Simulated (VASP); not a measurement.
# HgTe (Coloradoite) (F-43m) in VASP: notebook, part 2 of 2

VASP 6.6.1. Earlier steps stand in the parts before.

## 6. Relaxation of cell and atoms, PBEsol+D4

This run uses another cell than the first one, of 33.22 Å³/atom, 0.968 times its volume.

INCAR reads:

```
SYSTEM = HgTe
ALGO     = Normal         ! electronic algorithm
EDIFF    = 1E-6           ! SCF threshold, eV
EDIFFG   = -0.02          ! ionic threshold
ENCUT    = 600            ! plane-wave cutoff, eV
GGA      = PS             ! functional
IBRION   = 2              ! ionic algorithm
ISIF     = 3              ! what is computed and relaxed
ISMEAR   = -1             ! smearing method
IVDW     = 13             ! dispersion correction
LASPH    = .True.         ! aspherical terms in the spheres
LCHARG   = .False.        ! write CHGCAR
LREAL    = .False.        ! projectors in reciprocal space
LWAVE    = .False.        ! write WAVECAR
NELM     = 80             ! most SCF steps
NSW      = 80             ! ionic steps
PREC     = Accurate       ! precision mode
SIGMA    = 0.05           ! smearing width, eV
```

KPOINTS reads:

```
k-points
0
Gamma
  7 7 7
  0 0 0
```

POSCAR reads:

```
HgTe
1.0
    0.0000000000      3.2145000000      3.2145000000
    3.2145000000      0.0000000000      3.2145000000
    3.2145000000      3.2145000000      0.0000000000
Hg Te
1 1
Direct
    0.0000000000      0.0000000000      0.0000000000
    0.7500000000      0.7500000000      0.7500000000
```

Potentials or basis: VASP PAW PBE potentials, release 64 (Hg, Te).

Run with:

```console
$ cat potpaw_PBE.64/Hg/POTCAR potpaw_PBE.64/Te/POTCAR > POTCAR
$ mpirun -np 1 vasp_std > vasp.out
```

OUTCAR:

```text
SYSTEM = HgTe
   EDIFF = 1E-6
   EDIFFG = -0.02
   ENCUT = 600
   GGA = PS
   IBRION = 2
   ISIF = 3
   ISMEAR = -1
   IVDW = 13
   LASPH = .True.
   LREAL = .False.
   NELM = 80
   NSW = 80
   PREC = Accurate

 ion  position               nearest neighbor table
   1  0.000  0.000  0.000-   2 2.78   2 2.78   2 2.78   2 2.78
   2  0.750  0.750  0.750-   1 2.78   1 2.78   1 2.78   1 2.78

  LATTYP: Found a face centered cubic cell.
 ALAT       =     6.4290000000

  Lattice vectors:

 A1 = (   0.0000000000,   3.2145000000,   3.2145000000)
 A2 = (   3.2145000000,   0.0000000000,   3.2145000000)
 A3 = (   3.2145000000,   3.2145000000,   0.0000000000)

Analysis of symmetry for initial positions (statically):
=====================================================================
 Subroutine PRICEL returns:
 Original cell was already a primitive cell.

 Routine SETGRP: Setting up the symmetry group for a
 face centered cubic supercell.

 Subroutine GETGRP returns: Found 24 space group operations
 (whereof 24 operations were pure point group operations)
 out of a pool of 48 trial point group operations.

The static configuration has the point symmetry T_d .

Analysis of symmetry for dynamics (positions and initial velocities):
=====================================================================
 Subroutine PRICEL returns:
 Original cell was already a primitive cell.

 Routine SETGRP: Setting up the symmetry group for a
 face centered cubic supercell.

 Subroutine GETGRP returns: Found 24 space group operations
 (whereof 24 operations were pure point group operations)
 out of a pool of 48 trial point group operations.

The dynamic configuration has the point symmetry T_d .

 Subroutine INISYM returns: Found 24 space group operations
 (whereof 24 operations are pure point group operations),
 and found     1 'primitive' translations

----------------------------------------------------------------------------------------

                                     Primitive cell
[... 85 lines left out ...]
   NELM   =     80;   NELMIN=  2; NELMDL= -5     # of ELM steps
   EDIFF  = 0.1E-05   stopping-criterion for ELM
   LREAL  =      F    real-space projection
   EDIFFG = -.2E-01   stopping-criterion for IOM
   NSW    =     80    number of steps for IOM
   IBRION =      2    ionic relax: 0-MD 1-quasi-New 2-CG
   NFREE  =      1    steps in history (QN), initial steepest desc. (CG)
   ISIF   =      3    stress and relaxation
   ISYM   =      2    0-nonsym 1-usesym 2-fastsym
   POTIM  = 0.5000    time-step for ionic-motion
   TEBEG  =    0.0;   TEEND  =   0.0 temperature during run
   PSTRESS=    0.0 pullay stress
   NELECT =      18.0000    total number of electrons
   NUPDOWN=      -1.0000    fix difference up-down
   EMIN   =  10.00;   EMAX   =-10.00  energy-range for DOS
   EFERMI =   0.00;   METHOD = LEGACY
   ISMEAR =    -1;   SIGMA  =   0.05  broadening in eV -4-tet -1-fermi 0-gaus
   EFERMI_NEDOS =   21; number of points for ismear=-14 and -15
   IALGO  =     38    algorithm
   IMIX   =      4    mixing-type and parameters
     AMIX     =   0.40;   BMIX     =  1.00
     AMIX_MAG =   1.60;   BMIX_MAG =  1.00
  volume/ion in A,a.u.               =      33.22       224.15
  Fermi-wavevector in a.u.,A,eV,Ry     =   1.059357  2.001894 15.268958  1.122237
  Thomas-Fermi vector in A             =   2.194699
   LORBIT       =      0    0 simple, 1 ext, 2 COOP (PROOUT), +10 PAW based schemes
   GGA     = PS    functional components
   LHFCALC =     F    Hartree Fock is set to
   AEXX    =    0.0000 exact exchange contribution
   IVDW    =    13    specifies the selected vdW correction
   LEPSILON=     F    determine dielectric tensor
   LRPA    =     F    only Hartree local field effects (RPA)
 conjugate gradient relaxation of ions
 non-spin polarized calculation
  energy-cutoff  :      600.00
  volume of cell :       66.43
 maximum number of plane-waves:      2239
   NGX = 19   NGY = 19   NGZ = 19

--------------------------------------- Ionic step        1  -------------------------------------------

 number of electron      18.0000000 magnetization

 Free energy of the ion-electron system (eV)
  ---------------------------------------------------
  ext. energy  EPLUGINS =         0.00000000
  ---------------------------------------------------
  free energy    TOTEN  =        -4.35587756 eV

  energy without entropy =       -4.35519589  energy(sigma->0) =       -4.35553673

------------------------ aborting loop because EDIFF is reached ----------------------------------------

  DFT-D4 for vdW energy calculation

  Edisp (eV):   -0.46624
[... 71 lines left out ...]
--------------------------------------- Ionic step        3  -------------------------------------------

 number of electron      18.0000002 magnetization

 Free energy of the ion-electron system (eV)
  ---------------------------------------------------
  ext. energy  EPLUGINS =         0.00000000
  ---------------------------------------------------
  free energy    TOTEN  =        -4.36698947 eV

  energy without entropy =       -4.36628873  energy(sigma->0) =       -4.36663910

 E-fermi :   2.9769     XC(G=0):  -8.9275

 val. band max:        2.9356175891   @ k =   0.0000   0.0000   0.0000
 cond. band min:       3.5914712242   @ k =   0.4286   0.0000   0.0000
 fundamental gap:      0.6558536351
 Fermi energy:         2.9768732711

 k-point     1 :       0.0000    0.0000    0.0000
  band No.  band energies     occupation
      1      -9.0745      2.00000
      2      -4.4021      2.00000
      3      -4.4021      2.00000
      4      -4.4021      2.00000
      5      -3.8690      2.00000
      6      -3.8690      2.00000
      7       2.1253      2.00000
      8       2.9356      1.39064
      9       2.9356      1.39064
     10       2.9356      1.39064
     11       7.1175      0.00000
     12       7.1175      0.00000
     13       7.1175      0.00000
[... 335 lines left out ...]
  FREE ENERGIE OF THE ION-ELECTRON SYSTEM (eV)
  ---------------------------------------------------
  free  energy   TOTEN  =        -4.8252896314 eV

  energy  without entropy=       -4.8245888908  energy(sigma->0) =       -4.82493926

 reached required accuracy - stopping structural energy minimisation
```

OSZICAR:

```text
N       E                     dE             d eps       ncg     rms          rms(c)
DAV:   1     0.114849488706E+03    0.11485E+03   -0.88795E+03   520   0.135E+03
DAV:   2     0.265367252478E+00   -0.11458E+03   -0.10826E+03   550   0.280E+02
DAV:   3    -0.454796969932E+01   -0.48133E+01   -0.47748E+01   650   0.597E+01
[... 25 lines left out ...]
DAV:   3    -0.436710816237E+01    0.76954E-03   -0.23106E-03   540   0.476E-01    0.222E-01
DAV:   4    -0.436699836733E+01    0.10980E-03   -0.27502E-04   565   0.149E-01    0.341E-02
DAV:   5    -0.436698862288E+01    0.97444E-05   -0.43278E-05   553   0.871E-02    0.331E-02
DAV:   6    -0.436699001846E+01   -0.13956E-05   -0.80300E-06   555   0.290E-02    0.121E-02
DAV:   7    -0.436698946661E+01    0.55185E-06   -0.22520E-06   435   0.204E-02
   3 F= -.48252896E+01 E0= -.48249393E+01  d E =-.316855E-02
```

Wall time 74 s (1 thread of Intel Xeon 8259CL, shared host); peak memory 0.22 GiB.

Results:

| Property | Result |
| --- | --- |
| Free energy | -4.8253 eV |
| Relaxed volume | 33.82 Å³/atom |
| Relaxed cell | a = 4.574 Å, b = 4.574 Å, c = 4.574 Å, α = 60.00°, β = 60.00°, γ = 60.00° |
| Space group after relaxing (to 0.05 Å) | F-43m (No. 216) |
| Energy gained by relaxing | 1.6 meV/atom |
| Ionic steps | 3 |
| Pressure after relaxing | 0.0 GPa |
| Band gap on the k mesh | zero (filled and empty bands touch) |
| Dispersion energy per atom | -0.229 eV |

The path:
```tsv
step	energy change (eV)	largest force (eV/Å)	pressure (GPa)	volume (Å³)
1	0.0000	0.0000	0.85	66.43
2	-0.0027	0.0000	-0.33	68.15
3	-0.0032	0.0000	-0.01	67.65
```

Final structure:
```
CELL_PARAMETERS angstrom
0.00000 3.23398 3.23398
3.23398 0.00000 3.23398
3.23398 3.23398 0.00000
ATOMIC_POSITIONS crystal
Hg 0.00000 0.00000 0.00000
Te 0.75000 0.75000 0.75000
```

Caveat: the PAW data sets were made with another functional, which shifts forces and pressure a little; spin-orbit coupling is left out, which moves the levels of the heavy elements; pairwise dispersion overbinds metals, which lowers pressure and volume.

## 7. Summary

```csv
task,level,potentials or basis,cell,k mesh,cutoff (eV),grid for exact exchange (PRECFOCK),share of exact exchange,screening parameter,gap on the mesh (eV),pressure (GPa),relaxed volume (Å³/atom)
single point,PBEsol-based screened hybrid,"VASP PAW PBE potentials, release 64 (Hg, Te)","a = 4.595 Å, angles 60.0°, 2 atoms",4 × 4 × 4,520,Normal,0.25,0.207 1/Å,none,0.0,-
relaxation of cell and atoms,PBEsol-based screened hybrid,"VASP PAW PBE potentials, release 64 (Hg, Te)","relaxed from a = 4.546 Å, angles 60.0°, 2 atoms",4 × 4 × 4,600,Normal,0.25,0.207 1/Å,none,0.0,34.31
single point,LDA,"VASP PAW LDA potentials, release 64 (Hg, Te)","a = 4.546 Å, angles 60.0°, 2 atoms",7 × 7 × 7,520,-,-,-,none,0.4,-
single point,PBEsol+D4,"VASP PAW PBE potentials, release 64 (Hg, Te)","a = 4.569 Å, angles 60.0°, 2 atoms",7 × 7 × 7,520,-,-,-,none,0.1,-
relaxation of cell and atoms,PBEsol+D4,"VASP PAW PBE potentials, release 64 (Hg, Te)","relaxed from a = 4.546 Å, angles 60.0°, 2 atoms",7 × 7 × 7,600,-,-,-,none,0.0,33.82
```

Alike in all rows: no spin polarisation; smearing fermi-dirac 0.05 eV.

Caveats: some runs use coarse meshes; spin-orbit coupling is left out, which moves the levels of the heavy elements; the PAW data sets were made with another functional, which shifts forces and pressure a little (some runs); pairwise dispersion overbinds metals, which lowers pressure and volume (some runs).

Absolute energies hang on the potentials; compare differences alone.
